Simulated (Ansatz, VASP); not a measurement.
**CuGe4 in VASP and in Ansatz**

Contents of INCAR:

```
PREC = Accurate
ENCUT = 520
EDIFF = 1E-6
ISMEAR = 0
SIGMA = 0.1
LREAL = False
LASPH = True
NELM = 80
ALGO = Normal
ISIF = 2
LWAVE = False
LCHARG = False
LDIPOL = True
IDIPOL = 3
DIPOL = 0.5 0.5 0.335
GGA = PE
IVDW = 12
NBANDS = 42
```

Contents of KPOINTS:

```
Automatic mesh
0
Gamma
  9 9 1
```

POSCAR

```
CuGe4
1.0
    4.0303587933      0.0000000000      0.0000000000
   -2.0151793967      3.4903931014      0.0000000000
    0.0000000000      0.0000000000     21.4984134729
Ge Cu
4 1
Direct
    0.3333333333      0.6666666667      0.1860602414
    0.0000000000      0.0000000000      0.2243278812
    0.0000000000      0.0000000000      0.3459155542
    0.6666666667      0.3333333333      0.3813496974
    1.1111111111      1.2222222222      0.5348493966
```

Input for Ansatz:

```yaml
crystal:
  lattice:
    - [4.0303587933, 0.0, 0.0]
    - [-2.0151793967, 3.4903931014, 0.0]
    - [0.0, 0.0, 21.4984134729]
  atoms:
    - { symbol: Ge, position: [0.3333333333, 0.6666666667, 0.1860602414] }
    - { symbol: Ge, position: [0.0, 0.0, 0.2243278812] }
    - { symbol: Ge, position: [0.0, 0.0, 0.3459155542] }
    - { symbol: Ge, position: [0.6666666667, 0.3333333333, 0.3813496974] }
    - { symbol: Cu, position: [1.1111111111, 1.2222222222, 0.5348493966] }
basis:
  ecutwfc: 420
kpoints:
  mp_grid: { grid: [9, 9, 1] }
hamiltonian:
  xc: pbe
  pseudopotentials: { kind: paw, azcp: { folder: soft_1 } }
  dispersion: d3bj
scf:
  occupations: { method: gaussian, width: 0.1 }
output:
  forces: true
  eigenvalues: true
efield:
  axis: 3
  dipole_correction: true
  ramp_width: 0.04
```

Alike in both runs: task single point; functional PBE; dispersion D3(BJ); k mesh 9 × 9 × 1; occupations gaussian, width 0.1 eV; no spin polarisation.

```csv
,VASP,Ansatz
version,VASP 6.6.1,Ansatz 0.2.0
potentials or method,"VASP PAW PBE potentials, release 64 (Ge_d, Cu), cutoff 520 eV","scalar-relativistic, plane waves, PAW"
valence electrons in the cell,67,75
```

|  | VASP | Ansatz | Ansatz less VASP |
| --- | --- | --- | --- |
| gap on the k mesh at the Fermi level (eV) | none | none | - |
| rms of the force components (eV/Å) | 0.170 | 0.170 | 0.0000 |

Atom by atom the forces differ by 0.001 eV/Å (rms over components). A gap of «none» marks a metal or a gap that the smearing closes. VASP's potentials hold 67 valence electrons a cell and Ansatz's 75, so a difference there can come from the potentials and not from the codes.
